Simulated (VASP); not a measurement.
# CoO in VASP: a series of runs, part 3 of 3

VASP 6.6.1. Earlier steps stand in the parts before.

**5. Single point, PBE, collinear spin, ferromagnetic start**

This run uses another cell than the first one, of 9.43 Å³/atom, 0.962 times its volume.

File INCAR:

```
PREC = Accurate
ENCUT = 520
EDIFF = 1E-6
ISMEAR = -1
SIGMA = 0.05
LREAL = F
LASPH = T
NELM = 150
ALGO = Normal
ISIF = 2
LWAVE = F
LCHARG = F
ISPIN = 2
MAGMOM = 1.71 0
LORBIT = 11
LMAXMIX = 4
GGA = PE
NBANDS = 18
```

File KPOINTS:

```
regular mesh
0
Gamma
  11 11 10
```

File POSCAR:

```
CoO
1.0
    2.8284500000      0.0000000000      0.0000000000
   -1.4142300000      2.4495100000      0.0000000000
    0.0000000000      0.0000000000      2.7217200000
Co O
1 1
Direct
    0.0000000000      0.0000000000      0.5000000000
    0.6666700000      0.3333300000      0.0000000000
```

Potentials or basis: VASP PAW PBE potentials, release 64 (Co, O).

On the command line:

```sh
$ cat potpaw_PBE.64/Co/POTCAR potpaw_PBE.64/O/POTCAR > POTCAR
$ mpirun -np 1 vasp_std > vasp.out
```

OUTCAR:

```text
PREC = Accurate
   ENCUT = 520
   EDIFF = 1E-6
   ISMEAR = -1
   LREAL = F
   LASPH = T
   NELM = 150
   ISIF = 2
   ISPIN = 2
   LORBIT = 11
   GGA = PE

 ion  position               nearest neighbor table
   1  0.000  0.000  0.500-   2 2.13   2 2.13   2 2.13   2 2.13   2 2.13   2 2.13
   2  0.667  0.333  0.000-   1 2.13   1 2.13   1 2.13   1 2.13   1 2.13   1 2.13

  LATTYP: Found a hexagonal cell.
 ALAT       =     2.8284500000
 C/A-ratio  =     0.9622655518

  Lattice vectors:

 A1 = (   2.8284500000,   0.0000000000,   0.0000000000)
 A2 = (  -1.4142300000,   2.4495100000,   0.0000000000)
 A3 = (   0.0000000000,   0.0000000000,   2.7217200000)

Analysis of symmetry for initial positions (statically):
=====================================================================
 Subroutine PRICEL returns:
 Original cell was already a primitive cell.

 Routine SETGRP: Setting up the symmetry group for a
 hexagonal supercell.

 Subroutine GETGRP returns: Found  4 space group operations
 (whereof  4 operations were pure point group operations)
 out of a pool of 24 trial point group operations.

The static configuration has the point symmetry C_2v.

Analysis of symmetry for dynamics (positions and initial velocities):
=====================================================================
 Subroutine PRICEL returns:
 Original cell was already a primitive cell.

 Routine SETGRP: Setting up the symmetry group for a
 hexagonal supercell.

 Subroutine GETGRP returns: Found  4 space group operations
 (whereof  4 operations were pure point group operations)
 out of a pool of 24 trial point group operations.

The dynamic configuration has the point symmetry C_2v.

Analysis of structural, dynamic, and magnetic symmetry:
=====================================================================
 Subroutine PRICEL returns:
 Original cell was already a primitive cell.

 Routine SETGRP: Setting up the symmetry group for a
 hexagonal supercell.

 Subroutine GETGRP returns: Found  4 space group operations
 (whereof  4 operations were pure point group operations)
 out of a pool of 24 trial point group operations.

The overall configuration has the point symmetry C_2v.

 Subroutine INISYM returns: Found  4 space group operations
 (whereof  4 operations are pure point group operations),
 and found     1 'primitive' translations

----------------------------------------------------------------------------------------

                                     Primitive cell

  volume of cell :      18.8569

  direct lattice vectors                    reciprocal lattice vectors
     2.828450000  0.000000000  0.000000000     0.353550531  0.204123179  0.000000000
    -1.414230000  2.449510000  0.000000000     0.000000000  0.408244914  0.000000000
     0.000000000  0.000000000  2.721720000     0.000000000  0.000000000  0.367414723

  length of vectors
     2.828450000  2.828452887  2.721720000     0.408245331  0.408244914  0.367414723

  position of ions in fractional coordinates (direct lattice)
     0.000000000  0.000000000  0.500000000
     0.666670000  0.333330000  0.000000000

  ion indices of the primitive-cell ions
[... 59 lines left out ...]
   total plane-waves  NPLWV =  11520
   dimension x,y,z NGX =    24 NGY =   24 NGZ =   20
   dimension x,y,z NGXF=    48 NGYF=   48 NGZF=   40
   ions per type =               1   1
   NGX,Y,Z   is equivalent  to a cutoff of  14.11, 14.11, 12.22 a.u.
   NGXF,Y,Z  is equivalent  to a cutoff of  28.21, 28.21, 24.43 a.u.
 SYSTEM =  unknown system
   PREC   = accura    normal or accurate (medium, high low for compatibility)
   ISTART =      0    job   : 0-new  1-cont  2-samecut
   ICHARG =      2    charge: 1-file 2-atom 10-const
   ISPIN  =      2    spin polarized calculation?
   LNONCOLLINEAR =      F non collinear calculations
   LSORBIT =      F    spin-orbit coupling
   LASPH  =      T    aspherical Exc in radial PAW
   ENCUT  =  520.0 eV  38.22 Ry    6.18 a.u.   5.26  5.26  5.06*2*pi/ulx,y,z
   NELM   =    150;   NELMIN=  2; NELMDL= -5     # of ELM steps
   EDIFF  = 0.1E-05   stopping-criterion for ELM
   LREAL  =      F    real-space projection
   EDIFFG = 0.1E-04   stopping-criterion for IOM
   NSW    =      0    number of steps for IOM
   IBRION =     -1    ionic relax: 0-MD 1-quasi-New 2-CG
   NFREE  =      0    steps in history (QN), initial steepest desc. (CG)
   ISIF   =      2    stress and relaxation
   ISYM   =      2    0-nonsym 1-usesym 2-fastsym
   POTIM  = 0.5000    time-step for ionic-motion
   TEBEG  =    0.0;   TEEND  =   0.0 temperature during run
   PSTRESS=    0.0 pullay stress
   NELECT =      15.0000    total number of electrons
   NUPDOWN=      -1.0000    fix difference up-down
   EMIN   =  10.00;   EMAX   =-10.00  energy-range for DOS
   EFERMI =   0.00;   METHOD = LEGACY
   ISMEAR =    -1;   SIGMA  =   0.05  broadening in eV -4-tet -1-fermi 0-gaus
   EFERMI_NEDOS =   21; number of points for ismear=-14 and -15
   IALGO  =     38    algorithm
   IMIX   =      4    mixing-type and parameters
     AMIX     =   0.40;   BMIX     =  1.00
     AMIX_MAG =   1.60;   BMIX_MAG =  1.00
  volume/ion in A,a.u.               =       9.43        63.63
  Fermi-wavevector in a.u.,A,eV,Ry     =   1.516869  2.866468 31.305547  2.300893
  Thomas-Fermi vector in A             =   2.626201
   LORBIT       =     11    0 simple, 1 ext, 2 COOP (PROOUT), +10 PAW based schemes
   GGA     = PE    functional components
   LHFCALC =     F    Hartree Fock is set to
   AEXX    =    0.0000 exact exchange contribution
   IVDW    =     0    specifies the selected vdW correction
   LEPSILON=     F    determine dielectric tensor
   LRPA    =     F    only Hartree local field effects (RPA)
 spin polarized calculation
  energy-cutoff  :      520.00
  volume of cell :       18.86
 maximum number of plane-waves:       516
 NGX is ok and might be reduce to    24

 number of electron      15.0000002 magnetization       3.0001976

 Free energy of the ion-electron system (eV)
  ---------------------------------------------------
  ext. energy  EPLUGINS =         0.00000000
  ---------------------------------------------------
  free energy    TOTEN  =       -12.93864174 eV

  energy without entropy =      -12.91121480  energy(sigma->0) =      -12.92492827

 E-fermi :   8.2182     XC(G=0): -12.5730

 val. band max:        8.2174076002   @ k =   0.2727   0.0000   0.0000
 cond. band min:       8.2197928976   @ k =   0.2727   0.0909   0.3000
 fundamental gap:      0.0023852974
 Fermi energy:         8.2182401931

 spin component 1

 k-point     1 :       0.0000    0.0000    0.0000
  band No.  band energies     occupation
      1     -12.3058      1.00000
      2       3.2349      1.00000
      3       3.2349      1.00000
      4       3.8453      1.00000
      5       4.5602      1.00000
      6       5.2911      1.00000
[... 493 lines left out ...]
     17      36.5445      0.00000
     18      38.4363      0.00000

 [... further k-points ...]

 spin component 2

 k-point     1 :       0.0000    0.0000    0.0000
  band No.  band energies     occupation
      1     -11.6543      1.00000
      2       4.5416      1.00000
      3       4.5416      1.00000
      4       5.2448      1.00000
      5       5.5576      1.00000
      6       8.4880      0.00452
[... 493 lines left out ...]
     17      36.7637      0.00000
     18      38.9773      0.00000

 [... further k-points ...]
[... 5 lines left out ...]
  --------------------------------------------------------------------------------------
  -------------------------------------------------------------------------------------
  Total       -0.0145199     -0.0145177     -0.0799099      0.0000019      0.0000000      0.0000000
  in kB       -1.2336827     -1.2334964     -6.7895381      0.0001642      0.0000000      0.0000000
  external PRESSURE =      -3.0855724 kB  Pullay stress =       0.0000000 kB

 VOLUME and BASIS-vectors are now :
 -----------------------------------------------------------------------------
  energy-cutoff  :      520.00
  volume of cell :       18.86
      direct lattice vectors                 reciprocal lattice vectors
     2.828450000  0.000000000  0.000000000     0.353550531  0.204123179  0.000000000
    -1.414230000  2.449510000  0.000000000     0.000000000  0.408244914  0.000000000
     0.000000000  0.000000000  2.721720000     0.000000000  0.000000000  0.367414723

 POSITION                                       TOTAL-FORCE (eV/Angst)
 -----------------------------------------------------------------------------------
      0.00000      0.00000      1.36086         0.000041     -0.000024      0.000000
      1.41424      0.81650      0.00000        -0.000041      0.000024      0.000000
 -----------------------------------------------------------------------------------
    total drift:                                0.000010      0.000027      0.000000

  FREE ENERGIE OF THE ION-ELECTRON SYSTEM (eV)
  ---------------------------------------------------
  free  energy   TOTEN  =       -12.9386417443 eV

  energy  without entropy=      -12.9112148022  energy(sigma->0) =      -12.92492827

 total charge

# of ion       s       p       d       tot
------------------------------------------
    1        0.309   0.393   7.145   7.848
    2        1.563   3.403   0.000   4.967
--------------------------------------------------
tot          1.872   3.797   7.145  12.814

 magnetization (x)

# of ion       s       p       d       tot
------------------------------------------
    1        0.006   0.008   2.533   2.547
    2        0.026   0.381   0.000   0.407
--------------------------------------------------
tot          0.032   0.388   2.533   2.954
```

OSZICAR:

```text
N       E                     dE             d eps       ncg     rms          rms(c)
DAV:   1     0.767719401644E+02    0.76772E+02   -0.69346E+03 16040   0.100E+03
DAV:   2    -0.107076491578E+02   -0.87480E+02   -0.75786E+02 15982   0.224E+02
DAV:   3    -0.154262168097E+02   -0.47186E+01   -0.45779E+01 17798   0.551E+01
DAV:   4    -0.154699789393E+02   -0.43762E-01   -0.43735E-01 18102   0.503E+00
DAV:   5    -0.154708427849E+02   -0.86385E-03   -0.86379E-03 18082   0.748E-01    0.177E+01
DAV:   6    -0.146466343016E+02    0.82421E+00   -0.17923E+01 20208   0.651E+01    0.238E+01
DAV:   7    -0.131829382622E+02    0.14637E+01   -0.93345E+00 18300   0.548E+01    0.878E+00
DAV:   8    -0.129511723935E+02    0.23177E+00   -0.66778E-01 21992   0.139E+01    0.384E+00
DAV:   9    -0.129840007315E+02   -0.32828E-01   -0.35014E-01 24010   0.890E+00    0.264E+00
DAV:  10    -0.129367075052E+02    0.47293E-01   -0.15668E-01 21696   0.786E+00    0.582E-01
DAV:  11    -0.129390463464E+02   -0.23388E-02   -0.10205E-02 19180   0.920E-01    0.263E-01
DAV:  12    -0.129388322653E+02    0.21408E-03   -0.15729E-03 22574   0.556E-01    0.199E-01
DAV:  13    -0.129387362141E+02    0.96051E-04   -0.19261E-03 19250   0.565E-01    0.997E-02
DAV:  14    -0.129386647181E+02    0.71496E-04   -0.93522E-05 19390   0.114E-01    0.580E-02
DAV:  15    -0.129386463930E+02    0.18325E-04   -0.10219E-04 19888   0.114E-01    0.244E-02
DAV:  16    -0.129386416145E+02    0.47785E-05   -0.12627E-05 21008   0.374E-02    0.109E-02
DAV:  17    -0.129386417443E+02   -0.12985E-06   -0.18010E-06  9986   0.190E-02
   1 F= -.12938642E+02 E0= -.12924928E+02  d E =-.274269E-01  mag=     3.0001
```

Run time: 4.4 min. Hardware: 1 thread of AMD EPYC 7R13, shared host; peak memory 0.2 GiB.

Results:

| Quantity | Value |
| --- | --- |
| Free energy | -12.9386 eV |
| Pressure | -0.3 GPa |
| Band gap on the k mesh | zero (filled and empty bands overlap) |
| Net moment | 3.00 μB per cell |
| Site moments | Co +2.55; O +0.41 μB |
| Valence electrons inside the program's atomic spheres | Co 7.85; O 4.97 |

Levels at points of the mesh, in eV from the Fermi level:
Spin up:
| k point | band 7 | band 8 | band 9 | band 10 | band 11 | band 12 |
| --- | --- | --- | --- | --- | --- | --- |
| (0.00, 0.00, 0.00) | -2.93 | -1.02 | -1.02 | 0.71 | 14.68 | 16.14 |
| (0.00, 0.00, 0.50) | -2.19 | -1.26 | -1.26 | 6.85 | 6.91 | 21.45 |
Spin down:
```csv
k point,band 4,band 5,band 6,band 7,band 8,band 9
"(0.00, 0.00, 0.00)",-2.97,-2.66,0.27,0.27,0.82,0.82
"(0.00, 0.00, 0.50)",-3.02,-0.99,-0.99,-0.12,0.95,0.95
```

Caveat: a cell with one magnetic atom can't hold antiferromagnetic order, which such compounds often take; semilocal functionals often make such compounds metallic where correlation or magnetic order opens a gap, which also shifts bond lengths. With open d or f shells a metallic result of PBE can be an artefact of self-interaction; +U or a hybrid may open a gap.

**6. Single point, PBE, collinear spin, ferromagnetic start**

This run uses another cell than the first one, of 9.43 Å³/atom, 0.962 times its volume.

File INCAR:

```
PREC = Accurate ; ENCUT = 520
EDIFF = 1E-6 ; ISMEAR = -1
SIGMA = 0.05 ; LREAL = F
LASPH = T ; NELM = 150
ALGO = Normal ; ISIF = 2
LWAVE = F ; LCHARG = F
ISPIN = 2 ; MAGMOM = 3.5 0
LORBIT = 11 ; LMAXMIX = 4
GGA = PE ; NBANDS = 18
```

File KPOINTS:

```
Automatic mesh
0
Gamma
  11 11 10
```

POSCAR is that of step 5.

Potentials or basis: VASP PAW PBE potentials, release 64 (Co, O).

On the command line:

```sh
$ cat potpaw_PBE.64/Co/POTCAR potpaw_PBE.64/O/POTCAR > POTCAR
$ mpirun -np 1 vasp_std > vasp.out
```

It took 5 min on 1 thread of AMD EPYC 7R13, shared host; peak memory 0.2 GiB.

The run converged. Its results:

```yaml
Free_energy: -12.9386 eV
Pressure: -0.5 GPa
Band_gap_on_the_k_mesh: zero (filled and empty bands overlap)
Net_moment: 3.00 μB per cell
Site_moments: Co +2.55; O +0.41 μB
Valence_electrons_inside_the_program's_atomic_spheres: Co 7.85; O 4.97
```

Stress tensor (GPa, compression positive):
```
-0.29  0.00  0.00
 0.00 -0.29  0.00
 0.00  0.00 -0.84
```

Levels at points of the mesh, in eV from the Fermi level:
Spin up:
```
           k point  band 5  band 6  band 7  band 8  band 9  band 10  band 11  band 12  band 13  band 14
(0.00, 0.00, 0.00)   -3.66   -2.93   -2.93   -1.01   -1.01     0.71    14.68    16.14    16.14    18.79
(0.00, 0.00, 0.50)   -3.28   -3.28   -2.19   -1.26   -1.26     6.85     6.91    21.45    21.45    21.59
```
Spin down:
| k point | band 2 | band 3 | band 4 | band 5 | band 6 | band 7 | band 8 | band 9 | band 10 | band 11 |
| --- | --- | --- | --- | --- | --- | --- | --- | --- | --- | --- |
| (0.00, 0.00, 0.00) | -3.68 | -3.68 | -2.97 | -2.66 | 0.27 | 0.27 | 0.82 | 0.82 | 1.30 | 15.09 |
| (0.00, 0.00, 0.50) | -8.27 | -3.02 | -3.02 | -0.99 | -0.99 | -0.12 | 0.95 | 0.95 | 7.36 | 7.53 |

Caveat: a cell with one magnetic atom can't hold antiferromagnetic order, which such compounds often take; semilocal functionals often make such compounds metallic where correlation or magnetic order opens a gap, which also shifts bond lengths.

**7. The runs side by side**

```tsv
spin	cell	gap on the mesh (eV)	pressure (GPa)	moment (μB)
collinear, ferromagnetic start	a = 2.866, b = 2.866, c = 2.758 Å, angles 90.0, 90.0, 120.0°, 2 atoms	none	-7.0	3.00
collinear, ferromagnetic start	a = 2.828, b = 2.828, c = 2.722 Å, angles 90.0, 90.0, 120.0°, 2 atoms	none	-0.5	3.00
off	a = 2.828, b = 2.828, c = 2.722 Å, angles 90.0, 90.0, 120.0°, 2 atoms	none	-12.4	-
```

Some of these runs hold the atoms at other places in the same cell, which the table doesn't show; runs alike in all that it shows share one row.

Alike in all rows: task single point; level PBE; potentials or basis VASP PAW PBE potentials, release 64 (Co, O); k mesh 11 × 11 × 10; cutoff (eV) 520; smearing fermi-dirac 0.05 eV.

Caveats: semilocal functionals often make such compounds metallic where correlation or magnetic order opens a gap, which also shifts bond lengths; a cell with one magnetic atom can't hold antiferromagnetic order, which such compounds often take (some runs); an odd number of electrons without spin polarisation forces a metal (some runs); a magnetic or distorted state may lie lower (some runs).

Total energies depend on the potentials used, so only differences within one code and one set of settings carry meaning.
